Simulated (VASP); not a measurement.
# Sb (Im-3m) in VASP: single point with PBEsol

Aim: the single point of Sb with PBEsol.

All numbers are computed with VASP 6.6.1; they aren't measurements. Logs are shortened: lines on timing, memory, paths and dates and some standing lists are left out, and cuts for length are marked.

### Step 1. The cell of the first run

Symmetry: Im-3m, No. 229, cubic system. The conventional cell has a = 3.981 Å, b = 3.981 Å, c = 3.981 Å, α = 90.00°, β = 90.00°, γ = 90.00°. Within 4.5 Å of Sb (site symmetry m-3m) lie 14 Sb at 3.45 to 3.98 Å.

### Step 2. Single point, PBEsol

INCAR reads:

```
PREC     = Accurate       # precision mode
ENCUT    = 520            # plane-wave cutoff, eV
EDIFF    = 1E-7           # SCF threshold, eV
ISMEAR   = 0              # smearing method
SIGMA    = 0.15           # smearing width, eV
LREAL    = F              # projectors in reciprocal space
LASPH    = T              # aspherical terms in the spheres
NELM     = 80             # most SCF steps
ALGO     = Normal         # electronic algorithm
ISIF     = 2              # what is computed and relaxed
LWAVE    = F              # write WAVECAR
LCHARG   = F              # write CHGCAR
GGA      = PS             # functional
NBANDS   = 8              # bands
```

KPOINTS reads:

```
Automatic mesh
0
Gamma
  16 16 16
```

POSCAR reads:

```
Sb
1.0
    3.3177920981     -0.6635584196     -0.6635584196
   -0.6635584196      3.3177920981     -0.6635584196
   -0.6635584196     -0.6635584196      3.3177920981
Sb
1
Direct
    0.0000000000      0.0000000000      0.0000000000
```

Potentials or basis: VASP PAW PBE potentials, release 64 (Sb).

Launch:

```sh
cat potpaw_PBE.64/Sb/POTCAR > POTCAR
mpirun -np 1 vasp_std > vasp.out
```

OUTCAR:

```text
PREC = Accurate
   ENCUT = 520
   EDIFF = 1E-7
   ISMEAR = 0
   LREAL = F
   LASPH = T
   NELM = 80
   ISIF = 2
   GGA = PS

 ion  position               nearest neighbor table
   1  0.000  0.000  0.000-

  LATTYP: Found a body centered cubic cell.
 ALAT       =     3.9813505177

  Lattice vectors:

 A1 = (   3.3177920981,  -0.6635584196,  -0.6635584196)
 A2 = (  -0.6635584196,   3.3177920981,  -0.6635584196)
 A3 = (  -0.6635584196,  -0.6635584196,   3.3177920981)

Analysis of symmetry for initial positions (statically):
=====================================================================
 Subroutine PRICEL returns:
 Original cell was already a primitive cell.

 Routine SETGRP: Setting up the symmetry group for a
 body centered cubic supercell.

 Subroutine GETGRP returns: Found 48 space group operations
 (whereof 48 operations were pure point group operations)
 out of a pool of 48 trial point group operations.

The static configuration has the point symmetry O_h .

Analysis of symmetry for dynamics (positions and initial velocities):
=====================================================================
 Subroutine PRICEL returns:
 Original cell was already a primitive cell.

 Routine SETGRP: Setting up the symmetry group for a
 body centered cubic supercell.

 Subroutine GETGRP returns: Found 48 space group operations
 (whereof 48 operations were pure point group operations)
 out of a pool of 48 trial point group operations.

The dynamic configuration has the point symmetry O_h .

 Subroutine INISYM returns: Found 48 space group operations
 (whereof 48 operations are pure point group operations),
 and found     1 'primitive' translations

----------------------------------------------------------------------------------------

                                     Primitive cell

  volume of cell :      31.5545

  direct lattice vectors                    reciprocal lattice vectors
     3.317792098 -0.663558420 -0.663558420     0.334894737  0.083723684  0.083723684
    -0.663558420  3.317792098 -0.663558420     0.083723684  0.334894737  0.083723684
    -0.663558420 -0.663558420  3.317792098     0.083723684  0.083723684  0.334894737

  length of vectors
     3.447950690  3.447950690  3.447950690     0.355209509  0.355209509  0.355209509

  position of ions in fractional coordinates (direct lattice)
     0.000000000  0.000000000  0.000000000

  ion indices of the primitive-cell ions
   primitive index   ion index
                 1           1

----------------------------------------------------------------------------------------

 KPOINTS: Automatic mesh

Automatic generation of k-mesh.
 Grid dimensions read from file:
 generate k-points for:   16   16   16

 Generating k-lattice:

  Cartesian coordinates                     Fractional coordinates (reciprocal lattice)
     0.020930921  0.005232730  0.005232730     0.062500000  0.000000000  0.000000000
     0.005232730  0.020930921  0.005232730     0.000000000  0.062500000  0.000000000
     0.005232730  0.005232730  0.020930921     0.000000000  0.000000000  0.062500000

  Length of vectors
     0.022200594  0.022200594  0.022200594

  Shift w.r.t. Gamma in fractional coordinates (k-lattice)
     0.000000000  0.000000000  0.000000000

 Subroutine IBZKPT returns following result:
 ===========================================

 Found    145 irreducible k-points:

 Following reciprocal coordinates:
            Coordinates               Weight
  0.000000  0.000000  0.000000      1.000000
  0.062500 -0.000000 -0.000000     12.000000
  0.125000 -0.000000 -0.000000     12.000000
  0.187500 -0.000000 -0.000000     12.000000
  0.250000 -0.000000 -0.000000     12.000000
  0.312500 -0.000000 -0.000000     12.000000
[... 16 lines left out ...]
  0.187500  0.187500 -0.000000     24.000000
  0.250000  0.187500 -0.000000     48.000000
 [... further k-points ...]
   k-points           NKPTS =    145   k-points in BZ     NKDIM =    145   number of bands    NBANDS=      8
   number of dos      NEDOS =    301   number of ions     NIONS =      1
   total plane-waves  NPLWV =  21952
   dimension x,y,z NGX =    28 NGY =   28 NGZ =   28
   dimension x,y,z NGXF=    56 NGYF=   56 NGZF=   56
   ions per type =               1
   NGX,Y,Z   is equivalent  to a cutoff of  13.50, 13.50, 13.50 a.u.
   NGXF,Y,Z  is equivalent  to a cutoff of  27.00, 27.00, 27.00 a.u.
 SYSTEM =  unknown system
   PREC   = accura    normal or accurate (medium, high low for compatibility)
   ISTART =      0    job   : 0-new  1-cont  2-samecut
   ICHARG =      2    charge: 1-file 2-atom 10-const
   ISPIN  =      1    spin polarized calculation?
   LNONCOLLINEAR =      F non collinear calculations
   LSORBIT =      F    spin-orbit coupling
   LASPH  =      T    aspherical Exc in radial PAW
   ENCUT  =  520.0 eV  38.22 Ry    6.18 a.u.   6.41  6.41  6.41*2*pi/ulx,y,z
   NELM   =     80;   NELMIN=  2; NELMDL= -5     # of ELM steps
   EDIFF  = 0.1E-06   stopping-criterion for ELM
   LREAL  =      F    real-space projection
   EDIFFG = 0.1E-05   stopping-criterion for IOM
   NSW    =      0    number of steps for IOM
   IBRION =     -1    ionic relax: 0-MD 1-quasi-New 2-CG
   NFREE  =      0    steps in history (QN), initial steepest desc. (CG)
   ISIF   =      2    stress and relaxation
   ISYM   =      2    0-nonsym 1-usesym 2-fastsym
   POTIM  = 0.5000    time-step for ionic-motion
   TEBEG  =    0.0;   TEEND  =   0.0 temperature during run
   PSTRESS=    0.0 pullay stress
   NELECT =       5.0000    total number of electrons
   NUPDOWN=      -1.0000    fix difference up-down
   EMIN   =  10.00;   EMAX   =-10.00  energy-range for DOS
   EFERMI =   0.00;   METHOD = LEGACY
   ISMEAR =     0;   SIGMA  =   0.15  broadening in eV -4-tet -1-fermi 0-gaus
   EFERMI_NEDOS =   21; number of points for ismear=-14 and -15
   IALGO  =     38    algorithm
   IMIX   =      4    mixing-type and parameters
     AMIX     =   0.40;   BMIX     =  1.00
     AMIX_MAG =   1.60;   BMIX_MAG =  1.00
  volume/ion in A,a.u.               =      31.55       212.94
  Fermi-wavevector in a.u.,A,eV,Ry     =   0.885886  1.674081 10.677766  0.784794
  Thomas-Fermi vector in A             =   2.006979
   LORBIT       =      0    0 simple, 1 ext, 2 COOP (PROOUT), +10 PAW based schemes
   GGA     = PS    functional components
   LHFCALC =     F    Hartree Fock is set to
   AEXX    =    0.0000 exact exchange contribution
   IVDW    =     0    specifies the selected vdW correction
   LEPSILON=     F    determine dielectric tensor
   LRPA    =     F    only Hartree local field effects (RPA)
 non-spin polarized calculation
 Gauss-broadening in eV      SIGMA  =   0.15
  energy-cutoff  :      520.00
  volume of cell :       31.55
 maximum number of plane-waves:       887
 NGX is ok and might be reduce to    28
   NGX = 13   NGY = 13   NGZ = 13

 number of electron       4.9999999 magnetization

 Free energy of the ion-electron system (eV)
  ---------------------------------------------------
  ext. energy  EPLUGINS =         0.00000000
  ---------------------------------------------------
  free energy    TOTEN  =        -4.20861931 eV

  energy without entropy =       -4.20131432  energy(sigma->0) =       -4.20496682

 E-fermi :   6.3456     XC(G=0):  -9.6606

 val. band max:        6.2985919214   @ k =  -0.2500   0.3750   0.1250
 cond. band min:       6.3504650989   @ k =   0.3125   0.1250   0.0625
 fundamental gap:      0.0518731775
 Fermi energy:         6.3456480969

 k-point     1 :       0.0000    0.0000    0.0000
  band No.  band energies     occupation
      1      -5.3496      2.00000
      2      10.7296      0.00000
      3      10.7296      0.00000
      4      10.7296      0.00000
      5      16.3836      0.00000
      6      16.3836      0.00000
      7      16.3836      0.00000
      8      16.6165      0.00000

 k-point     2 :       0.0625   -0.0000   -0.0000
  band No.  band energies     occupation
      1      -5.2801      2.00000
      2      10.1870      0.00000
      3      10.5328      0.00000
      4      10.6854      0.00000
      5      15.9620      0.00000
      6      15.9631      0.00000
      7      16.6793      0.00000
      8      17.0480      0.00000

 k-point     3 :       0.1250   -0.0000   -0.0000
  band No.  band energies     occupation
      1      -5.0730      2.00000
      2       8.9262      0.00000
      3      10.0495      0.00000
      4      10.5575      0.00000
      5      15.0309      0.00000
      6      15.2761      0.00000
      7      17.1055      0.00000
      8      17.2945      0.00000

 k-point     4 :       0.1875   -0.0000   -0.0000
  band No.  band energies     occupation
      1      -4.7320      2.00000
      2       7.4084      0.00000
      3       9.4611      0.00000
      4      10.3633      0.00000
      5      14.1706      0.00000
      6      14.6386      0.00000
      7      17.0186      0.00000
      8      17.5468      0.00000

 k-point     5 :       0.2500   -0.0000   -0.0000
  band No.  band energies     occupation
      1      -4.2657      2.00000
      2       5.8579      2.00000
      3       8.8904      0.00000
      4      10.1343      0.00000
      5      13.4761      0.00000
      6      14.1032      0.00000
      7      17.1867      0.00000
      8      17.9318      0.00000
[... 177 lines left out ...]
 k-point    22 :       0.4375    0.1250   -0.0000
  band No.  band energies     occupation
      1      -2.0754      2.00000
      2       1.9312      2.00000
      3       6.5435      0.06212
      4       8.8737      0.00000
      5      13.0614      0.00000
      6      14.7962      0.00000
      7      18.1813      0.00000
      8      19.0254      0.00000

 k-point    23 :       0.1875    0.1875   -0.0000
  band No.  band energies     occupation
      1      -3.5651      2.00000
      2       4.7974      2.00000
      3       6.9732      0.00000
      4       9.2274      0.00000
      5      13.9926      0.00000
      6      14.9747      0.00000
      7      17.5075      0.00000
      8      18.2793      0.00000

 k-point    24 :       0.2500    0.1875   -0.0000
  band No.  band energies     occupation
      1      -2.9829      2.00000
      2       3.8208      2.00000
      3       6.1847      1.87088
      4       8.9530      0.00000
      5      13.8492      0.00000
      6      15.2455      0.00000
      7      17.5698      0.00000
      8      19.2377      0.00000

 [... further k-points ...]

------------------------ aborting loop because EDIFF is reached ----------------------------------------

  FORCE on cell =-STRESS in cart. coord.  units (eV):
  Direction    XX          YY          ZZ          XY          YZ          ZX
  --------------------------------------------------------------------------------------
  -------------------------------------------------------------------------------------
  Total       -1.7168644     -1.7168644     -1.7168644     -0.0000000     -0.0000000     -0.0000000
  in kB      -87.1736681    -87.1736681    -87.1736681     -0.0000000     -0.0000000     -0.0000000
  external PRESSURE =     -87.1736681 kB  Pullay stress =       0.0000000 kB

 VOLUME and BASIS-vectors are now :
 -----------------------------------------------------------------------------
  energy-cutoff  :      520.00
  volume of cell :       31.55
      direct lattice vectors                 reciprocal lattice vectors
     3.317792098 -0.663558420 -0.663558420     0.334894737  0.083723684  0.083723684
    -0.663558420  3.317792098 -0.663558420     0.083723684  0.334894737  0.083723684
    -0.663558420 -0.663558420  3.317792098     0.083723684  0.083723684  0.334894737

 POSITION                                       TOTAL-FORCE (eV/Angst)
 -----------------------------------------------------------------------------------
      0.00000      0.00000      0.00000         0.000000      0.000000      0.000000
 -----------------------------------------------------------------------------------
    total drift:                                0.000000      0.000000      0.000000

  FREE ENERGIE OF THE ION-ELECTRON SYSTEM (eV)
  ---------------------------------------------------
  free  energy   TOTEN  =        -4.2086193126 eV

  energy  without entropy=       -4.2013143196  energy(sigma->0) =       -4.20496682
```

Run time: 16 s. Hardware: 1 thread of AMD EPYC 9R45 (Zen 5), shared host; peak memory 0.15 GiB.

Results:

* Free energy: -4.2086 eV
* Pressure: -8.7 GPa

Caveat: the PAW data sets were made with another functional, which shifts forces and pressure a little; spin-orbit coupling is left out, which moves the levels of the heavy elements.
